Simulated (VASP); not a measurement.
# NaCl (Pm-3m) in VASP: relaxation of the atoms with PBE

Aim: the relaxation of the atoms of NaCl with PBE.

Everything below comes from runs of VASP 6.6.1. Logs are shortened: lines on timing, memory, paths and dates and some standing lists are left out, and cuts for length are marked.

### 1 The cell of the first run

It takes space group Pm-3m (No. 221, cubic). Conventional cell: a = 2.860 Å, b = 2.860 Å, c = 2.860 Å, α = 90.00°, β = 90.00°, γ = 90.00°. Within 3.3 Å of Na (site symmetry m-3m) lie 8 Cl at 2.48 Å and 6 Na at 2.86 Å. Within 3.3 Å of Cl (site symmetry m-3m) lie 8 Na at 2.48 Å and 6 Cl at 2.86 Å.

### 2 Relaxation of the atoms, PBE

INCAR

```
ALGO = Normal ; EDIFF = 1E-7
EDIFFG = -0.02 ; ENCUT = 450
GGA = PE ; GGA_COMPAT = F
IBRION = 2 ; ISIF = 2
ISMEAR = -1 ; LASPH = T
LCHARG = F ; LREAL = F
LWAVE = F ; NELM = 120
NELMIN = 4 ; NSW = 80
PREC = Accurate ; SIGMA = 0.02
```

KPOINTS

```
k-points
0
Gamma
  10 10 10
```

POSCAR

```
NaCl
1.0
    2.8600000000      0.0000000000      0.0000000000
    0.0000000000      2.8600000000      0.0000000000
    0.0000000000      0.0000000000      2.8600000000
Na Cl
1 1
Direct
    0.0000000000      0.0000000000      0.0000000000
    0.5000000000      0.5000000000      0.5000000000
```

Potentials or basis: VASP PAW PBE potentials, release 64 (Na_pv, Cl).

Command:

```bash
$ cat potpaw_PBE.64/Na_pv/POTCAR potpaw_PBE.64/Cl/POTCAR > POTCAR
$ mpirun -np 1 vasp_std > vasp.out
```

OUTCAR:

```text
EDIFF = 1E-7
   EDIFFG = -0.02
   ENCUT = 450
   GGA = PE
   IBRION = 2
   ISIF = 2
   ISMEAR = -1
   LASPH = T
   LREAL = F
   NELM = 120
   NELMIN = 4
   NSW = 80
   PREC = Accurate

 ion  position               nearest neighbor table
   1  0.000  0.000  0.000-   2 2.48   2 2.48   2 2.48   2 2.48   2 2.48   2 2.48   2 2.48   2 2.48

   2  0.500  0.500  0.500-   1 2.48   1 2.48   1 2.48   1 2.48   1 2.48   1 2.48   1 2.48   1 2.48

  LATTYP: Found a simple cubic cell.
 ALAT       =     2.8600000000

  Lattice vectors:

 A1 = (   2.8600000000,   0.0000000000,   0.0000000000)
 A2 = (   0.0000000000,   2.8600000000,   0.0000000000)
 A3 = (   0.0000000000,   0.0000000000,   2.8600000000)

Analysis of symmetry for initial positions (statically):
=====================================================================
 Subroutine PRICEL returns:
 Original cell was already a primitive cell.

 Routine SETGRP: Setting up the symmetry group for a
 simple cubic supercell.

 Subroutine GETGRP returns: Found 48 space group operations
 (whereof 48 operations were pure point group operations)
 out of a pool of 48 trial point group operations.

The static configuration has the point symmetry O_h .

Analysis of symmetry for dynamics (positions and initial velocities):
=====================================================================
 Subroutine PRICEL returns:
 Original cell was already a primitive cell.

 Routine SETGRP: Setting up the symmetry group for a
 simple cubic supercell.

 Subroutine GETGRP returns: Found 48 space group operations
 (whereof 48 operations were pure point group operations)
 out of a pool of 48 trial point group operations.

The dynamic configuration has the point symmetry O_h .

 Subroutine INISYM returns: Found 48 space group operations
 (whereof 48 operations are pure point group operations),
 and found     1 'primitive' translations

----------------------------------------------------------------------------------------

                                     Primitive cell

  volume of cell :      23.3937

  direct lattice vectors                    reciprocal lattice vectors
     2.860000000  0.000000000  0.000000000     0.349650350  0.000000000  0.000000000
     0.000000000  2.860000000  0.000000000     0.000000000  0.349650350  0.000000000
     0.000000000  0.000000000  2.860000000     0.000000000  0.000000000  0.349650350

  length of vectors
     2.860000000  2.860000000  2.860000000     0.349650350  0.349650350  0.349650350

  position of ions in fractional coordinates (direct lattice)
     0.000000000  0.000000000  0.000000000
     0.500000000  0.500000000  0.500000000

  ion indices of the primitive-cell ions
   primitive index   ion index
                 1           1
                 2           2

----------------------------------------------------------------------------------------

 KPOINTS: k-points

Automatic generation of k-mesh.
 Grid dimensions read from file:
 generate k-points for:   10   10   10

 Generating k-lattice:

  Cartesian coordinates                     Fractional coordinates (reciprocal lattice)
     0.034965035  0.000000000  0.000000000     0.100000000  0.000000000  0.000000000
     0.000000000  0.034965035  0.000000000     0.000000000  0.100000000  0.000000000
     0.000000000  0.000000000  0.034965035     0.000000000  0.000000000  0.100000000

  Length of vectors
     0.034965035  0.034965035  0.034965035

  Shift w.r.t. Gamma in fractional coordinates (k-lattice)
     0.000000000  0.000000000  0.000000000

 Subroutine IBZKPT returns following result:
 ===========================================

 Found     56 irreducible k-points:

 Following reciprocal coordinates:
            Coordinates               Weight
  0.000000  0.000000  0.000000      1.000000
  0.100000  0.000000  0.000000      6.000000
  0.200000  0.000000  0.000000      6.000000
  0.300000  0.000000  0.000000      6.000000
  0.400000  0.000000  0.000000      6.000000
  0.500000  0.000000  0.000000      3.000000
[... 16 lines left out ...]
  0.200000  0.100000  0.100000     24.000000
  0.300000  0.100000  0.100000     24.000000
 [... further k-points ...]
   k-points           NKPTS =     56   k-points in BZ     NKDIM =     56   number of bands    NBANDS=     11
   number of dos      NEDOS =    301   number of ions     NIONS =      2
   total plane-waves  NPLWV =   8000
   dimension x,y,z NGX =    20 NGY =   20 NGZ =   20
   dimension x,y,z NGXF=    40 NGYF=   40 NGZF=   40
   ions per type =               1   1
   NGX,Y,Z   is equivalent  to a cutoff of  11.63, 11.63, 11.63 a.u.
   NGXF,Y,Z  is equivalent  to a cutoff of  23.25, 23.25, 23.25 a.u.
 SYSTEM =  unknown system
   PREC   = accura    normal or accurate (medium, high low for compatibility)
   ISTART =      0    job   : 0-new  1-cont  2-samecut
   ICHARG =      2    charge: 1-file 2-atom 10-const
   ISPIN  =      1    spin polarized calculation?
   LNONCOLLINEAR =      F non collinear calculations
   LSORBIT =      F    spin-orbit coupling
   LASPH  =      T    aspherical Exc in radial PAW
   ENCUT  =  450.0 eV  33.07 Ry    5.75 a.u.   4.95  4.95  4.95*2*pi/ulx,y,z
   NELM   =    120;   NELMIN=  4; NELMDL= -5     # of ELM steps
   EDIFF  = 0.1E-06   stopping-criterion for ELM
   LREAL  =      F    real-space projection
   EDIFFG = -.2E-01   stopping-criterion for IOM
   NSW    =     80    number of steps for IOM
   IBRION =      2    ionic relax: 0-MD 1-quasi-New 2-CG
   NFREE  =      1    steps in history (QN), initial steepest desc. (CG)
   ISIF   =      2    stress and relaxation
   ISYM   =      2    0-nonsym 1-usesym 2-fastsym
   POTIM  = 0.5000    time-step for ionic-motion
   TEBEG  =    0.0;   TEEND  =   0.0 temperature during run
   PSTRESS=    0.0 pullay stress
   NELECT =      14.0000    total number of electrons
   NUPDOWN=      -1.0000    fix difference up-down
   EMIN   =  10.00;   EMAX   =-10.00  energy-range for DOS
   EFERMI =   0.00;   METHOD = LEGACY
   ISMEAR =    -1;   SIGMA  =   0.02  broadening in eV -4-tet -1-fermi 0-gaus
   EFERMI_NEDOS =   21; number of points for ismear=-14 and -15
   IALGO  =     38    algorithm
   IMIX   =      4    mixing-type and parameters
     AMIX     =   0.40;   BMIX     =  1.00
     AMIX_MAG =   1.60;   BMIX_MAG =  1.00
  volume/ion in A,a.u.               =      11.70        78.93
  Fermi-wavevector in a.u.,A,eV,Ry     =   1.379595  2.607056 25.895713  1.903281
  Thomas-Fermi vector in A             =   2.504550
   LORBIT       =      0    0 simple, 1 ext, 2 COOP (PROOUT), +10 PAW based schemes
   GGA     = PE    functional components
   LHFCALC =     F    Hartree Fock is set to
   AEXX    =    0.0000 exact exchange contribution
   IVDW    =     0    specifies the selected vdW correction
   LEPSILON=     F    determine dielectric tensor
   LRPA    =     F    only Hartree local field effects (RPA)
 conjugate gradient relaxation of ions
 non-spin polarized calculation
  energy-cutoff  :      450.00
  volume of cell :       23.39
 maximum number of plane-waves:       518
 NGX is ok and might be reduce to    20
   NGX =  9   NGY =  9   NGZ =  9

 number of electron      13.9999993 magnetization

 Free energy of the ion-electron system (eV)
  ---------------------------------------------------
  ext. energy  EPLUGINS =         0.00000000
  ---------------------------------------------------
  free energy    TOTEN  =        -4.19912817 eV

  energy without entropy =       -4.19912817  energy(sigma->0) =       -4.19912817

 E-fermi :   7.2288     XC(G=0): -11.3701

 val. band max:        6.8080730272   @ k =   0.5000   0.5000   0.0000
 cond. band min:      11.2239531918   @ k =   0.5000   0.5000   0.0000
 fundamental gap:      4.4158801646
 Fermi energy:         7.2287793866

 k-point     1 :       0.0000    0.0000    0.0000
  band No.  band energies     occupation
      1     -15.8939      2.00000
      2     -15.8939      2.00000
      3     -15.8939      2.00000
      4     -10.1688      2.00000
      5       5.5498      2.00000
      6       5.5498      2.00000
      7       5.5498      2.00000
      8      13.4867      0.00000
      9      13.4867      0.00000
     10      14.2501      0.00000
     11      24.6379      0.00000

 k-point     2 :       0.1000    0.0000    0.0000
  band No.  band energies     occupation
      1     -15.9391      2.00000
      2     -15.8905      2.00000
      3     -15.8905      2.00000
      4     -10.0353      2.00000
      5       4.7563      2.00000
      6       5.5913      2.00000
      7       5.5913      2.00000
      8      13.6443      0.00000
      9      13.9900      0.00000
     10      14.9481      0.00000
     11      23.7715      0.00000

 k-point     3 :       0.2000    0.0000    0.0000
  band No.  band energies     occupation
      1     -16.0530      2.00000
      2     -15.8814      2.00000
      3     -15.8814      2.00000
      4      -9.6692      2.00000
      5       3.1343      2.00000
      6       5.7034      2.00000
      7       5.7034      2.00000
      8      14.1063      0.00000
      9      14.5399      0.00000
     10      17.1361      0.00000
     11      22.2034      0.00000
[... 267 lines left out ...]
 k-point    23 :       0.2000    0.1000    0.1000
  band No.  band energies     occupation
      1     -16.0443      2.00000
      2     -15.9189      2.00000
      3     -15.9044      2.00000
      4      -9.4515      2.00000
      5       3.2876      2.00000
      6       5.0145      2.00000
      7       5.0434      2.00000
      8      15.2172      0.00000
      9      15.6061      0.00000
     10      17.1880      0.00000
     11      20.9485      0.00000

 k-point    24 :       0.3000    0.1000    0.1000
  band No.  band energies     occupation
      1     -16.1641      2.00000
      2     -15.9050      2.00000
      3     -15.8922      2.00000
      4      -8.9943      2.00000
      5       1.7205      2.00000
      6       5.2171      2.00000
      7       5.2488      2.00000
      8      15.8247      0.00000
      9      16.1554      0.00000
     10      18.2867      0.00000
     11      19.3625      0.00000

 [... further k-points ...]

------------------------ aborting loop because EDIFF is reached ----------------------------------------

  FORCE on cell =-STRESS in cart. coord.  units (eV):
  Direction    XX          YY          ZZ          XY          YZ          ZX
  --------------------------------------------------------------------------------------
  -------------------------------------------------------------------------------------
  Total        9.4801423      9.4801423      9.4801423     -0.0000000      0.0000000     -0.0000000
  in kB      649.2729924    649.2729924    649.2729924     -0.0000000      0.0000000     -0.0000000
  external PRESSURE =     649.2729924 kB  Pullay stress =       0.0000000 kB

 VOLUME and BASIS-vectors are now :
 -----------------------------------------------------------------------------
  energy-cutoff  :      450.00
  volume of cell :       23.39
      direct lattice vectors                 reciprocal lattice vectors
     2.860000000  0.000000000  0.000000000     0.349650350  0.000000000  0.000000000
     0.000000000  2.860000000  0.000000000     0.000000000  0.349650350  0.000000000
     0.000000000  0.000000000  2.860000000     0.000000000  0.000000000  0.349650350

 POSITION                                       TOTAL-FORCE (eV/Angst)
 -----------------------------------------------------------------------------------
      0.00000      0.00000      0.00000         0.000000      0.000000      0.000000
      1.43000      1.43000      1.43000         0.000000      0.000000      0.000000
 -----------------------------------------------------------------------------------
    total drift:                                0.000000      0.000000      0.000000

  FREE ENERGIE OF THE ION-ELECTRON SYSTEM (eV)
  ---------------------------------------------------
  free  energy   TOTEN  =        -4.1991281657 eV

  energy  without entropy=       -4.1991281657  energy(sigma->0) =       -4.19912817

 reached required accuracy - stopping structural energy minimisation
```

Run time: 9.9 s. Hardware: 1 thread of Intel Xeon 8259CL, shared host; peak memory 0.13 GiB.

What came out:

```yaml
Free_energy: -4.1991 eV
Pressure_after_relaxing: 64.9 GPa
Band_gap_on_the_k_mesh: 4.42 eV
```

Final structure:
```xyz
2
Lattice="2.8600 0.0000 0.0000 0.0000 2.8600 0.0000 0.0000 0.0000 2.8600" Properties=species:S:1:pos:R:3 pbc="T T T"
Na    0.0000    0.0000    0.0000
Cl    1.4300    1.4300    1.4300
```

Levels at points of the mesh, in eV from the valence-band top:
| k point | band 4 | band 5 | band 6 | band 7 | band 8 | band 9 | band 10 | band 11 |
| --- | --- | --- | --- | --- | --- | --- | --- | --- |
| (0.00, 0.00, 0.00) | -16.98 | -1.26 | -1.26 | -1.26 | 6.68 | 6.68 | 7.44 | 17.83 |
| (0.50, 0.00, 0.00) | -15.32 | -6.89 | -0.78 | -0.78 | 9.28 | 9.30 | 12.76 | 12.76 |
| (0.50, 0.50, 0.00) | -14.58 | -5.34 | -5.34 | 0.00 | 4.42 | 10.74 | 12.81 | 12.81 |
| (0.50, 0.50, 0.50) | -13.37 | -4.78 | -4.78 | -4.78 | 6.34 | 6.34 | 6.34 | 17.11 |

Caveat: the relaxation stopped at its first step, so nothing moved.
